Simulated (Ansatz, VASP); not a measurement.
**B: VASP beside Ansatz**

The input INCAR:

```
SYSTEM = B
PREC     = Accurate       ! precision mode
ENCUT    = 520            ! plane-wave cutoff, eV
EDIFF    = 1E-6           ! SCF threshold, eV
ISMEAR   = -1             ! smearing method
SIGMA    = 0.05           ! smearing width, eV
LREAL    = .FALSE.        ! projectors in reciprocal space
LASPH    = .TRUE.         ! aspherical terms in the spheres
NELM     = 100            ! most SCF steps
ALGO     = Normal         ! electronic algorithm
ISIF     = 2              ! what is computed and relaxed
LWAVE    = .FALSE.        ! write WAVECAR
LCHARG   = .FALSE.        ! write CHGCAR
GGA      = PE             ! functional
NBANDS   = 10             ! bands
```

The input KPOINTS:

```
regular mesh
0
G
  21 21 21
  0 0 0
```

File POSCAR:

```
B
1.0
   -2.1256046940      2.1256046940      0.7957138697
    2.1256046940     -2.1256046940      0.7957138697
    2.1256046940      2.1256046940     -0.7957138697
B
2
Direct
   -0.3750000000     -0.1250000000     -0.2500000000
    0.3750000000      0.1250000000      0.2500000000
```

Input for Ansatz:

```yaml
crystal:
  lattice:
    - [-2.125604694, 2.125604694, 0.7957138697]
    - [2.125604694, -2.125604694, 0.7957138697]
    - [2.125604694, 2.125604694, -0.7957138697]
  atoms:
    - { symbol: B, position: [-0.375, -0.125, -0.25] }
    - { symbol: B, position: [0.375, 0.125, 0.25] }
kpoints:
  mp_grid: { grid: [21, 21, 21] }
  band_path:
    path:
      - [0.0, 0.0, 0.0]
      - [0.0, 0.0, 0.5]
      - [-0.5, 0.5, 0.5]
      - [0.0, 0.0, 0.0]
      - [0.2850339305, 0.2850339305, -0.2850339305]
      - [-0.2850339305, 0.7149660695, 0.2850339305]
      - [-0.5, 0.5, 0.5]
      - [0.0, 0.0, 0.5]
      - [0.25, 0.25, 0.25]
    npoints: 8
scf:
  occupations: { method: fermi_dirac, width: 0.05 }
hamiltonian:
  xc: pbe
  pseudopotentials: { kind: all_electron, lapw: { basis_error: 0.001 } }
output:
  forces: true
  stress: true
  eigenvalues: true
  populations: true
  dos: { projected: true, de: 0.2, e_range: [-14, 8] }
```

Change from the starting cell: volume scaled by 0.9, LAPW.

Alike in both runs: task single point; functional PBE; k mesh 21 × 21 × 21; occupations fermi-dirac, width 0.05 eV; no spin polarisation.

|  | VASP | Ansatz |
| --- | --- | --- |
| version | VASP 6.6.1 | Ansatz 0.2.0 |
| potentials or method | VASP PAW PBE potentials, release 64 (B), cutoff 520 eV | all-electron LAPW, scalar-relativistic |

VASP gave:

- pressure (GPa): 9.1
- traceless stress, the component that is largest in VASP (GPa): 0.00

Question: What did Ansatz give for the same quantities?

Answer: Pressure (GPa): 9.1; traceless stress, the component that is largest in VASP (GPa): -0.12.

Ansatz ran all-electron here, and VASP with PAW potentials.
